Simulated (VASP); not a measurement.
# Ti (P6_3/mmc) in VASP: settings compared

Ti is run at these levels: PBE+D3(BJ), PBE+D4; tasks: single point.

All numbers are computed with VASP 6.6.1; they aren't measurements. Logs are shortened: lines on timing, memory, paths and dates and some standing lists are left out, and cuts for length are marked.

### 1 The cell of the first run

Symmetry: P6_3/mmc, No. 194, hexagonal system. The conventional cell has a = 2.890 Å, b = 2.890 Å, c = 4.563 Å, α = 90.00°, β = 90.00°, γ = 120.00°. Ti (site symmetry -6m2) has 12 Ti at 2.83 to 2.89 Å within 3.7 Å.

### 2 Single point, PBE+D3(BJ)

INCAR reads:

```
PREC = Accurate ; ENCUT = 520
EDIFF = 1E-6 ; ISMEAR = -1
SIGMA = 0.05 ; LREAL = F
LASPH = T ; NELM = 100
ALGO = Fast ; ISIF = 2
LWAVE = F ; LCHARG = T
GGA = PE ; IVDW = 12
LELF = T ; LVHAR = T
NBANDS = 19
```

KPOINTS reads:

```
Automatic mesh
0
Gamma
  10 10 6
```

POSCAR reads:

```
Ti
1.0
    2.8903584094      0.0000000000      0.0000000000
   -1.4451792047      2.5031238086      0.0000000000
    0.0000000000      0.0000000000      4.5625899927
Ti
2
Direct
    0.6666666667      0.3333333333      0.7500000000
    0.3333333333      0.6666666667      0.2500000000
```

Potentials or basis: VASP PAW PBE potentials, release 64 (Ti_sv).

Command:

```sh
$ cat potpaw_PBE.64/Ti_sv/POTCAR > POTCAR
$ mpirun -np 1 vasp_std > vasp.out
```

OUTCAR:

```text
PREC = Accurate
   ENCUT = 520
   EDIFF = 1E-6
   ISMEAR = -1
   LREAL = F
   LASPH = T
   NELM = 100
   ISIF = 2
   GGA = PE
   IVDW = 12
 IVDW          = 12

 ion  position               nearest neighbor table
   1  0.667  0.333  0.750-   2 2.83   2 2.83   2 2.83   2 2.83   2 2.83   2 2.83
   2  0.333  0.667  0.250-   1 2.83   1 2.83   1 2.83   1 2.83   1 2.83   1 2.83

  LATTYP: Found a hexagonal cell.
 ALAT       =     2.8903584094
 C/A-ratio  =     1.5785550947

  Lattice vectors:

 A1 = (   2.8903584094,   0.0000000000,   0.0000000000)
 A2 = (  -1.4451792047,   2.5031238086,   0.0000000000)
 A3 = (   0.0000000000,   0.0000000000,   4.5625899927)

Analysis of symmetry for initial positions (statically):
=====================================================================
 Subroutine PRICEL returns:
 Original cell was already a primitive cell.

 Routine SETGRP: Setting up the symmetry group for a
 hexagonal supercell.

 Subroutine GETGRP returns: Found 24 space group operations
 (whereof 12 operations were pure point group operations)
 out of a pool of 24 trial point group operations.

The static configuration has the point symmetry D_3d.
 The point group associated with its full space group is D_6h.

Analysis of symmetry for dynamics (positions and initial velocities):
=====================================================================
 Subroutine PRICEL returns:
 Original cell was already a primitive cell.

 Routine SETGRP: Setting up the symmetry group for a
 hexagonal supercell.

 Subroutine GETGRP returns: Found 24 space group operations
 (whereof 12 operations were pure point group operations)
 out of a pool of 24 trial point group operations.

The dynamic configuration has the point symmetry D_3d.
 The point group associated with its full space group is D_6h.

 Subroutine INISYM returns: Found 24 space group operations
 (whereof 12 operations are pure point group operations),
 and found     1 'primitive' translations

----------------------------------------------------------------------------------------

                                     Primitive cell

  volume of cell :      33.0100

  direct lattice vectors                    reciprocal lattice vectors
     2.890358409  0.000000000  0.000000000     0.345977854  0.199750407  0.000000000
    -1.445179205  2.503123809  0.000000000     0.000000000  0.399500814  0.000000000
     0.000000000  0.000000000  4.562589993     0.000000000  0.000000000  0.219173759

  length of vectors
     2.890358409  2.890358409  4.562589993     0.399500814  0.399500814  0.219173759

  position of ions in fractional coordinates (direct lattice)
     0.666666667  0.333333333  0.750000000
     0.333333333  0.666666667  0.250000000

  ion indices of the primitive-cell ions
   primitive index   ion index
                 1           1
                 2           2

----------------------------------------------------------------------------------------

 KPOINTS: Automatic mesh

Automatic generation of k-mesh.
 Grid dimensions read from file:
 generate k-points for:   10   10    6

 Generating k-lattice:

  Cartesian coordinates                     Fractional coordinates (reciprocal lattice)
     0.034597785  0.019975041  0.000000000     0.100000000  0.000000000  0.000000000
     0.000000000  0.039950081  0.000000000     0.000000000  0.100000000  0.000000000
     0.000000000  0.000000000  0.036528960     0.000000000  0.000000000  0.166666667

  Length of vectors
     0.039950081  0.039950081  0.036528960

  Shift w.r.t. Gamma in fractional coordinates (k-lattice)
     0.000000000  0.000000000  0.000000000

 Subroutine IBZKPT returns following result:
 ===========================================

 Found     56 irreducible k-points:

 Following reciprocal coordinates:
            Coordinates               Weight
  0.000000  0.000000  0.000000      1.000000
  0.100000  0.000000  0.000000      6.000000
  0.200000  0.000000  0.000000      6.000000
  0.300000  0.000000  0.000000      6.000000
  0.400000  0.000000  0.000000      6.000000
  0.500000  0.000000  0.000000      3.000000
[... 16 lines left out ...]
  0.300000  0.100000  0.166667     24.000000
  0.400000  0.100000  0.166667     24.000000
 [... further k-points ...]
   k-points           NKPTS =     56   k-points in BZ     NKDIM =     56   number of bands    NBANDS=     19
   number of dos      NEDOS =    301   number of ions     NIONS =      2
   total plane-waves  NPLWV =  20736
   dimension x,y,z NGX =    24 NGY =   24 NGZ =   36
   dimension x,y,z NGXF=    48 NGYF=   48 NGZF=   72
   ions per type =               2
   NGX,Y,Z   is equivalent  to a cutoff of  13.80, 13.80, 13.12 a.u.
   NGXF,Y,Z  is equivalent  to a cutoff of  27.61, 27.61, 26.23 a.u.
 SYSTEM =  unknown system
   PREC   = accura    normal or accurate (medium, high low for compatibility)
   ISTART =      0    job   : 0-new  1-cont  2-samecut
   ICHARG =      2    charge: 1-file 2-atom 10-const
   ISPIN  =      1    spin polarized calculation?
   LNONCOLLINEAR =      F non collinear calculations
   LSORBIT =      F    spin-orbit coupling
   LASPH  =      T    aspherical Exc in radial PAW
   ENCUT  =  520.0 eV  38.22 Ry    6.18 a.u.   5.37  5.37  8.48*2*pi/ulx,y,z
   NELM   =    100;   NELMIN=  2; NELMDL= -5     # of ELM steps
   EDIFF  = 0.1E-05   stopping-criterion for ELM
   LREAL  =      F    real-space projection
   EDIFFG = 0.1E-04   stopping-criterion for IOM
   NSW    =      0    number of steps for IOM
   IBRION =     -1    ionic relax: 0-MD 1-quasi-New 2-CG
   NFREE  =      0    steps in history (QN), initial steepest desc. (CG)
   ISIF   =      2    stress and relaxation
   ISYM   =      2    0-nonsym 1-usesym 2-fastsym
   POTIM  = 0.5000    time-step for ionic-motion
   TEBEG  =    0.0;   TEEND  =   0.0 temperature during run
   PSTRESS=    0.0 pullay stress
   NELECT =      24.0000    total number of electrons
   NUPDOWN=      -1.0000    fix difference up-down
   EMIN   =  10.00;   EMAX   =-10.00  energy-range for DOS
   EFERMI =   0.00;   METHOD = LEGACY
   ISMEAR =    -1;   SIGMA  =   0.05  broadening in eV -4-tet -1-fermi 0-gaus
   EFERMI_NEDOS =   21; number of points for ismear=-14 and -15
   IALGO  =     68    algorithm
   IMIX   =      4    mixing-type and parameters
     AMIX     =   0.40;   BMIX     =  1.00
     AMIX_MAG =   1.60;   BMIX_MAG =  1.00
  volume/ion in A,a.u.               =      16.50       111.38
  Fermi-wavevector in a.u.,A,eV,Ry     =   1.472076  2.781819 29.483911  2.167006
  Thomas-Fermi vector in A             =   2.587134
   LORBIT       =      0    0 simple, 1 ext, 2 COOP (PROOUT), +10 PAW based schemes
   GGA     = PE    functional components
   LHFCALC =     F    Hartree Fock is set to
   AEXX    =    0.0000 exact exchange contribution
   IVDW    =    12    specifies the selected vdW correction
   LEPSILON=     F    determine dielectric tensor
   LRPA    =     F    only Hartree local field effects (RPA)
 non-spin polarized calculation
 RMM-DIIS sequential band-by-band and
  energy-cutoff  :      520.00
  volume of cell :       33.01
 maximum number of plane-waves:       911
 NGX is ok and might be reduce to    24
   NGX = 11   NGY = 11   NGZ = 17

 number of electron      23.9999999 magnetization

 Free energy of the ion-electron system (eV)
  ---------------------------------------------------
  ext. energy  EPLUGINS =         0.00000000
  ---------------------------------------------------
  free energy    TOTEN  =       -15.64700481 eV

  energy without entropy =      -15.62823300  energy(sigma->0) =      -15.63761890

 E-fermi :   8.8813     XC(G=0): -11.7397

 val. band max:        8.8652334286   @ k =   0.3000   0.2000   0.5000
 cond. band min:       8.9166800668   @ k =   0.3000   0.2000   0.3333
 fundamental gap:      0.0514466382
 Fermi energy:         8.8813242251

 k-point     1 :       0.0000    0.0000    0.0000
  band No.  band energies     occupation
      1     -47.8895      2.00000
      2     -47.7196      2.00000
      3     -24.5431      2.00000
      4     -23.7894      2.00000
      5     -23.7894      2.00000
      6     -23.7038      2.00000
[... 11 lines left out ...]
     18      10.5855      0.00000
     19      12.2384      0.00000

 k-point     2 :       0.1000    0.0000    0.0000
  band No.  band energies     occupation
      1     -47.8777      2.00000
      2     -47.7151      2.00000
      3     -24.5174      2.00000
      4     -23.8415      2.00000
      5     -23.8068      2.00000
      6     -23.7243      2.00000
[... 11 lines left out ...]
     18      10.4270      0.00000
     19      12.3254      0.00000

 k-point     3 :       0.2000    0.0000    0.0000
  band No.  band energies     occupation
      1     -47.8456      2.00000
      2     -47.7041      2.00000
      3     -24.4454      2.00000
      4     -23.9790      2.00000
      5     -23.8614      2.00000
      6     -23.8504      2.00000
[... 11 lines left out ...]
     18      10.9324      0.00000
     19      12.4870      0.00000

 k-point     4 :       0.3000    0.0000    0.0000
  band No.  band energies     occupation
      1     -47.8029      2.00000
      2     -47.6932      2.00000
      3     -24.3426      2.00000
      4     -24.1510      2.00000
      5     -24.0231      2.00000
      6     -23.9015      2.00000
[... 407 lines left out ...]
     18      11.5076      0.00000
     19      12.4704      0.00000

 k-point    23 :       0.3000    0.1000    0.1667
  band No.  band energies     occupation
      1     -47.7708      2.00000
      2     -47.6954      2.00000
      3     -24.3310      2.00000
      4     -24.1790      2.00000
      5     -24.0951      2.00000
      6     -23.9364      2.00000
[... 11 lines left out ...]
     18      12.1182      0.00000
     19      12.6910      0.00000

 k-point    24 :       0.4000    0.1000    0.1667
  band No.  band energies     occupation
      1     -47.7420      2.00000
      2     -47.6939      2.00000
      3     -24.3670      2.00000
      4     -24.2313      2.00000
      5     -24.1044      2.00000
      6     -23.9619      2.00000
[... 11 lines left out ...]
     18      12.5289      0.00000
     19      13.3027      0.00000

 [... further k-points ...]

------------------------ aborting loop because EDIFF is reached ----------------------------------------

 Edisp (eV)   -1.26902

 E8    (eV) :    -0.6026

  FORCE on cell =-STRESS in cart. coord.  units (eV):
  Direction    XX          YY          ZZ          XY          YZ          ZX
  --------------------------------------------------------------------------------------
  -------------------------------------------------------------------------------------
  Total      -0.11443    -0.11443    -0.11527    -0.00000     0.00000    -0.00000
  in kB      -5.55390    -5.55390    -5.59487    -0.00000     0.00000    -0.00000
  external pressure =       -5.57 kB  Pullay stress =        0.00 kB

 VOLUME and BASIS-vectors are now :
 -----------------------------------------------------------------------------
  energy-cutoff  :      520.00
  volume of cell :       33.01
      direct lattice vectors                 reciprocal lattice vectors
     2.890358409  0.000000000  0.000000000     0.345977854  0.199750407  0.000000000
    -1.445179205  2.503123809  0.000000000     0.000000000  0.399500814  0.000000000
     0.000000000  0.000000000  4.562589993     0.000000000  0.000000000  0.219173759

 POSITION                                       TOTAL-FORCE (eV/Angst)
 -----------------------------------------------------------------------------------
      1.44518      0.83437      3.42194         0.000000      0.000000      0.000000
     -0.00000      1.66875      1.14065        -0.000000      0.000000      0.000000
 -----------------------------------------------------------------------------------
    total drift:                               -0.000000      0.000000     -0.000000

  FREE ENERGIE OF THE ION-ELECTRON SYSTEM (eV)
  ---------------------------------------------------
  free  energy   TOTEN  =       -16.9160235794 eV

  energy  without entropy=      -16.8972517751  energy(sigma->0) =      -16.90663768
```

It took 39 s on 1 thread of Intel Xeon 6975P-C (Granite Rapids), shared host; peak memory 0.17 GiB.

What came out:

```yaml
Free_energy: -16.9160 eV
Pressure: -0.6 GPa
Band_gap_on_the_k_mesh: zero (band 12 reaches 9.69 eV, above the bottom of band 13 at 8.68 eV)
Dispersion_energy_per_atom: -0.635 eV
```

Caveat: pairwise dispersion overbinds metals, which lowers pressure and volume.

(Part 1 of 2 ends here.)
